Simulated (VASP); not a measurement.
# CdSe (F-43m) in VASP: further runs

Runs on CdSe. Level: PBEsol. Tasks: single point.

All numbers are computed with VASP 6.6.1; they aren't measurements. Logs are shortened: lines on timing, memory, paths and dates and some standing lists are left out, and cuts for length are marked.

## (1) The cell of the first run

It takes space group F-43m (No. 216, cubic). Conventional cell: a = 5.739 Å, b = 5.739 Å, c = 5.739 Å, α = 90.00°, β = 90.00°, γ = 90.00°. Within 3.3 Å of Cd (site symmetry -43m) lie 4 Se at 2.49 Å. Within 3.3 Å of Se (site symmetry -43m) lie 4 Cd at 2.49 Å.

## (2) Single point, PBEsol

INCAR reads:

```
SYSTEM = CdSe
ALGO = Normal ; EDIFF = 1E-6
ENCUT = 520 ; GGA = PS
ISIF = 2 ; ISMEAR = 0
LASPH = .True. ; LCHARG = .True.
LELF = .True. ; LREAL = .False.
LVHAR = .True. ; LWAVE = .False.
NBANDS = 16 ; NELM = 60
PREC = Accurate ; SIGMA = 0.05
```

KPOINTS reads:

```
k-points
0
Gamma
  10 10 10
  0 0 0
```

POSCAR reads:

```
CdSe
1.0
    0.0000000000      2.8695991865      2.8695991865
    2.8695991865      0.0000000000      2.8695991865
    2.8695991865      2.8695991865      0.0000000000
Cd Se
1 1
Direct
    0.0000000000      0.0000000000      0.0000000000
    0.7500000000      0.7500000000      0.7500000000
```

Potentials or basis: VASP PAW PBE potentials, release 64 (Cd, Se).

Started as:

```console
> cat potpaw_PBE.64/Cd/POTCAR potpaw_PBE.64/Se/POTCAR > POTCAR
> mpirun -np 1 vasp_std > vasp.out
```

OUTCAR:

```text
SYSTEM = CdSe
   EDIFF = 1E-6
   ENCUT = 520
   GGA = PS
   ISIF = 2
   ISMEAR = 0
   LASPH = .True.
   LREAL = .False.
   NELM = 60
   PREC = Accurate

 ion  position               nearest neighbor table
   1  0.000  0.000  0.000-   2 2.49   2 2.49   2 2.49   2 2.49
   2  0.750  0.750  0.750-   1 2.49   1 2.49   1 2.49   1 2.49

  LATTYP: Found a face centered cubic cell.
 ALAT       =     5.7391983730

  Lattice vectors:

 A1 = (   0.0000000000,   2.8695991865,   2.8695991865)
 A2 = (   2.8695991865,   0.0000000000,   2.8695991865)
 A3 = (   2.8695991865,   2.8695991865,   0.0000000000)

Analysis of symmetry for initial positions (statically):
=====================================================================
 Subroutine PRICEL returns:
 Original cell was already a primitive cell.

 Routine SETGRP: Setting up the symmetry group for a
 face centered cubic supercell.

 Subroutine GETGRP returns: Found 24 space group operations
 (whereof 24 operations were pure point group operations)
 out of a pool of 48 trial point group operations.

The static configuration has the point symmetry T_d .

Analysis of symmetry for dynamics (positions and initial velocities):
=====================================================================
 Subroutine PRICEL returns:
 Original cell was already a primitive cell.

 Routine SETGRP: Setting up the symmetry group for a
 face centered cubic supercell.

 Subroutine GETGRP returns: Found 24 space group operations
 (whereof 24 operations were pure point group operations)
 out of a pool of 48 trial point group operations.

The dynamic configuration has the point symmetry T_d .

 Subroutine INISYM returns: Found 24 space group operations
 (whereof 24 operations are pure point group operations),
 and found     1 'primitive' translations

----------------------------------------------------------------------------------------

                                     Primitive cell

  volume of cell :      47.2600

  direct lattice vectors                    reciprocal lattice vectors
     0.000000000  2.869599186  2.869599186    -0.174240362  0.174240362  0.174240362
     2.869599186  0.000000000  2.869599186     0.174240362 -0.174240362  0.174240362
     2.869599186  2.869599186  0.000000000     0.174240362  0.174240362 -0.174240362

  length of vectors
     4.058226088  4.058226088  4.058226088     0.301793159  0.301793159  0.301793159

  position of ions in fractional coordinates (direct lattice)
     0.000000000  0.000000000  0.000000000
     0.750000000  0.750000000  0.750000000

  ion indices of the primitive-cell ions
   primitive index   ion index
                 1           1
                 2           2

----------------------------------------------------------------------------------------

 KPOINTS: k-points

Automatic generation of k-mesh.
 Grid dimensions read from file:
 generate k-points for:   10   10   10

 Generating k-lattice:

  Cartesian coordinates                     Fractional coordinates (reciprocal lattice)
    -0.017424036  0.017424036  0.017424036     0.100000000  0.000000000  0.000000000
     0.017424036 -0.017424036  0.017424036     0.000000000  0.100000000  0.000000000
     0.017424036  0.017424036 -0.017424036     0.000000000  0.000000000  0.100000000

  Length of vectors
     0.030179316  0.030179316  0.030179316

  Shift w.r.t. Gamma in fractional coordinates (k-lattice)
     0.000000000  0.000000000  0.000000000

 Subroutine IBZKPT returns following result:
 ===========================================

 Found     47 irreducible k-points:

 Following reciprocal coordinates:
            Coordinates               Weight
  0.000000  0.000000  0.000000      1.000000
  0.100000  0.000000  0.000000      8.000000
  0.200000  0.000000  0.000000      8.000000
  0.300000  0.000000  0.000000      8.000000
  0.400000  0.000000  0.000000      8.000000
  0.500000  0.000000  0.000000      4.000000
[... 16 lines left out ...]
  0.300000  0.300000  0.000000      6.000000
  0.400000  0.300000  0.000000     24.000000
 [... further k-points ...]
   k-points           NKPTS =     47   k-points in BZ     NKDIM =     47   number of bands    NBANDS=     16
   number of dos      NEDOS =    301   number of ions     NIONS =      2
   total plane-waves  NPLWV =  27000
   dimension x,y,z NGX =    30 NGY =   30 NGZ =   30
   dimension x,y,z NGXF=    60 NGYF=   60 NGZF=   60
   ions per type =               1   1
   NGX,Y,Z   is equivalent  to a cutoff of  12.29, 12.29, 12.29 a.u.
   NGXF,Y,Z  is equivalent  to a cutoff of  24.58, 24.58, 24.58 a.u.
 SYSTEM =  CdSe
   PREC   = accura    normal or accurate (medium, high low for compatibility)
   ISTART =      0    job   : 0-new  1-cont  2-samecut
   ICHARG =      2    charge: 1-file 2-atom 10-const
   ISPIN  =      1    spin polarized calculation?
   LNONCOLLINEAR =      F non collinear calculations
   LSORBIT =      F    spin-orbit coupling
   LASPH  =      T    aspherical Exc in radial PAW
   ENCUT  =  520.0 eV  38.22 Ry    6.18 a.u.   7.55  7.55  7.55*2*pi/ulx,y,z
   NELM   =     60;   NELMIN=  2; NELMDL= -5     # of ELM steps
   EDIFF  = 0.1E-05   stopping-criterion for ELM
   LREAL  =      F    real-space projection
   EDIFFG = 0.1E-04   stopping-criterion for IOM
   NSW    =      0    number of steps for IOM
   IBRION =     -1    ionic relax: 0-MD 1-quasi-New 2-CG
   NFREE  =      0    steps in history (QN), initial steepest desc. (CG)
   ISIF   =      2    stress and relaxation
   ISYM   =      2    0-nonsym 1-usesym 2-fastsym
   POTIM  = 0.5000    time-step for ionic-motion
   TEBEG  =    0.0;   TEEND  =   0.0 temperature during run
   PSTRESS=    0.0 pullay stress
   NELECT =      18.0000    total number of electrons
   NUPDOWN=      -1.0000    fix difference up-down
   EMIN   =  10.00;   EMAX   =-10.00  energy-range for DOS
   EFERMI =   0.00;   METHOD = LEGACY
   ISMEAR =     0;   SIGMA  =   0.05  broadening in eV -4-tet -1-fermi 0-gaus
   EFERMI_NEDOS =   21; number of points for ismear=-14 and -15
   IALGO  =     38    algorithm
   IMIX   =      4    mixing-type and parameters
     AMIX     =   0.40;   BMIX     =  1.00
     AMIX_MAG =   1.60;   BMIX_MAG =  1.00
  volume/ion in A,a.u.               =      23.63       159.46
  Fermi-wavevector in a.u.,A,eV,Ry     =   1.186682  2.242504 19.159923  1.408215
  Thomas-Fermi vector in A             =   2.322850
   LORBIT       =      0    0 simple, 1 ext, 2 COOP (PROOUT), +10 PAW based schemes
   GGA     = PS    functional components
   LHFCALC =     F    Hartree Fock is set to
   AEXX    =    0.0000 exact exchange contribution
   IVDW    =     0    specifies the selected vdW correction
   LEPSILON=     F    determine dielectric tensor
   LRPA    =     F    only Hartree local field effects (RPA)
 non-spin polarized calculation
 Gauss-broadening in eV      SIGMA  =   0.05
  energy-cutoff  :      520.00
  volume of cell :       47.26
 maximum number of plane-waves:      1295
   NGX = 15   NGY = 15   NGZ = 15

 number of electron      18.0000007 magnetization

 Free energy of the ion-electron system (eV)
  ---------------------------------------------------
  ext. energy  EPLUGINS =         0.00000000
  ---------------------------------------------------
  free energy    TOTEN  =        -5.82579563 eV

  energy without entropy =       -5.82579563  energy(sigma->0) =       -5.82579563

 E-fermi :   2.6622     XC(G=0):  -9.9188

 val. band max:        2.3827354000   @ k =   0.0000   0.0000   0.0000
 cond. band min:       3.1993998433   @ k =   0.0000   0.0000   0.0000
 fundamental gap:      0.8166644433
 Fermi energy:         2.6621550694

 k-point     1 :       0.0000    0.0000    0.0000
  band No.  band energies     occupation
      1     -11.4106      2.00000
      2      -6.3311      2.00000
      3      -6.3311      2.00000
      4      -6.3311      2.00000
      5      -5.7247      2.00000
      6      -5.7247      2.00000
[... 8 lines left out ...]
     15      13.8323      0.00000
     16      13.8323      0.00000

 k-point     2 :       0.1000    0.0000    0.0000
  band No.  band energies     occupation
      1     -11.3586      2.00000
      2      -6.3132      2.00000
      3      -6.3132      2.00000
      4      -6.2990      2.00000
      5      -5.7264      2.00000
      6      -5.7264      2.00000
[... 8 lines left out ...]
     15      13.0301      0.00000
     16      13.1763      0.00000

 k-point     3 :       0.2000    0.0000    0.0000
  band No.  band energies     occupation
      1     -11.2207      2.00000
      2      -6.2693      2.00000
      3      -6.2693      2.00000
      4      -6.1815      2.00000
      5      -5.7266      2.00000
      6      -5.7266      2.00000
[... 8 lines left out ...]
     15      12.5225      0.00000
     16      12.8557      0.00000

 k-point     4 :       0.3000    0.0000    0.0000
  band No.  band energies     occupation
      1     -11.0471      2.00000
      2      -6.2225      2.00000
      3      -6.2225      2.00000
      4      -5.9312      2.00000
      5      -5.7159      2.00000
      6      -5.7159      2.00000
[... 8 lines left out ...]
     15      12.8724      0.00000
     16      12.8724      0.00000
[... 324 lines left out ...]
 k-point    22 :      -0.2000    0.2000    0.0000
  band No.  band energies     occupation
      1     -10.9888      2.00000
      2      -6.1929      2.00000
      3      -6.1777      2.00000
      4      -5.9223      2.00000
      5      -5.7534      2.00000
      6      -5.6485      2.00000
[... 8 lines left out ...]
     15      14.2700      0.00000
     16      15.4116      0.00000

 k-point    23 :       0.3000    0.3000    0.0000
  band No.  band energies     occupation
      1     -10.9293      2.00000
      2      -6.1232      2.00000
      3      -6.0712      2.00000
      4      -6.0712      2.00000
      5      -5.6984      2.00000
      6      -5.6609      2.00000
[... 8 lines left out ...]
     15      14.4756      0.00000
     16      17.2048      0.00000

 k-point    24 :       0.4000    0.3000    0.0000
  band No.  band energies     occupation
      1     -10.8191      2.00000
      2      -6.1092      2.00000
      3      -6.0170      2.00000
      4      -5.9790      2.00000
      5      -5.6509      2.00000
      6      -5.5332      2.00000
[... 8 lines left out ...]
     15      14.9515      0.00000
     16      16.9835      0.00000

 [... further k-points ...]

------------------------ aborting loop because EDIFF is reached ----------------------------------------

  FORCE on cell =-STRESS in cart. coord.  units (eV):
  Direction    XX          YY          ZZ          XY          YZ          ZX
  --------------------------------------------------------------------------------------
  -------------------------------------------------------------------------------------
  Total        4.2353313      4.2353313      4.2353313      0.0000000      0.0000000      0.0000000
  in kB      143.5834056    143.5834056    143.5834056      0.0000000      0.0000000      0.0000000
  external PRESSURE =     143.5834056 kB  Pullay stress =       0.0000000 kB

 VOLUME and BASIS-vectors are now :
 -----------------------------------------------------------------------------
  energy-cutoff  :      520.00
  volume of cell :       47.26
      direct lattice vectors                 reciprocal lattice vectors
     0.000000000  2.869599186  2.869599186    -0.174240362  0.174240362  0.174240362
     2.869599186  0.000000000  2.869599186     0.174240362 -0.174240362  0.174240362
     2.869599186  2.869599186  0.000000000     0.174240362  0.174240362 -0.174240362

 POSITION                                       TOTAL-FORCE (eV/Angst)
 -----------------------------------------------------------------------------------
      0.00000      0.00000      0.00000         0.000000      0.000000      0.000000
      4.30440      4.30440      4.30440        -0.000000     -0.000000     -0.000000
 -----------------------------------------------------------------------------------
    total drift:                                0.000001      0.000001      0.000001

  FREE ENERGIE OF THE ION-ELECTRON SYSTEM (eV)
  ---------------------------------------------------
  free  energy   TOTEN  =        -5.8257956347 eV

  energy  without entropy=       -5.8257956347  energy(sigma->0) =       -5.82579563
```

It took 17 s on 1 thread of Intel Xeon 6975P-C (Granite Rapids), shared host; peak memory 0.18 GiB.

Results:

```yaml
Free_energy: -5.8258 eV
Pressure: 14.4 GPa
Band_gap_on_the_k_mesh: 0.82 eV, direct
```

Caveat: the PAW data sets were made with another functional, which shifts forces and pressure a little.

## (3) Single point, PBEsol

This run uses another cell than the first one, of 25.13 Å³/atom, 1.063 times its volume.

INCAR reads:

```
  PREC = Accurate
  ENCUT = 520
  EDIFF = 1E-6
  ISMEAR = 0
  SIGMA = 0.05
  LREAL = F
  LASPH = T
  NELM = 60
  ALGO = Normal
  ISIF = 2
  LWAVE = F
  LCHARG = T
  GGA = PS
  LELF = T
  LVHAR = T
  NBANDS = 16
```

KPOINTS reads:

```
regular mesh
0
Gamma
  10 10 10
```

POSCAR reads:

```
CdSe
1.0
    0.0000000000      2.9290772759      2.9290772759
    2.9290772759      0.0000000000      2.9290772759
    2.9290772759      2.9290772759      0.0000000000
Cd Se
1 1
Direct
    0.0000000000      0.0000000000      0.0000000000
    0.7500000000      0.7500000000      0.7500000000
```

Potentials or basis: VASP PAW PBE potentials, release 64 (Cd, Se).

Started as:

```console
> cat potpaw_PBE.64/Cd/POTCAR potpaw_PBE.64/Se/POTCAR > POTCAR
> mpirun -np 1 vasp_std > vasp.out
```

Run time: 15 s. Hardware: 1 thread of Intel Xeon 6975P-C (Granite Rapids), shared host; peak memory 0.19 GiB.

The run converged. Its results:

```yaml
Free_energy: -6.0336 eV
Pressure: 8.2 GPa
Band_gap_on_the_k_mesh: 0.70 eV, direct
```

Levels at points of the mesh, in eV from the valence-band top:
| k point | band 5 | band 6 | band 7 | band 8 | band 9 | band 10 | band 11 | band 12 | band 13 | band 14 |
| --- | --- | --- | --- | --- | --- | --- | --- | --- | --- | --- |
| (0.00, 0.00, 0.00) | -7.87 | -7.87 | 0.00 | 0.00 | 0.00 | 0.70 | 5.82 | 5.82 | 5.82 | 10.04 |
| (0.50, 0.00, 0.00) | -7.83 | -7.48 | -5.18 | -0.94 | -0.94 | 2.40 | 6.36 | 6.36 | 7.54 | 10.24 |
| (0.50, 0.50, 0.00) | -7.78 | -7.40 | -4.68 | -2.31 | -2.31 | 2.76 | 3.72 | 9.56 | 10.80 | 10.80 |

Caveat: the PAW data sets were made with another functional, which shifts forces and pressure a little. PBEsol gaps usually lie below the measured ones, often by a third to a half.
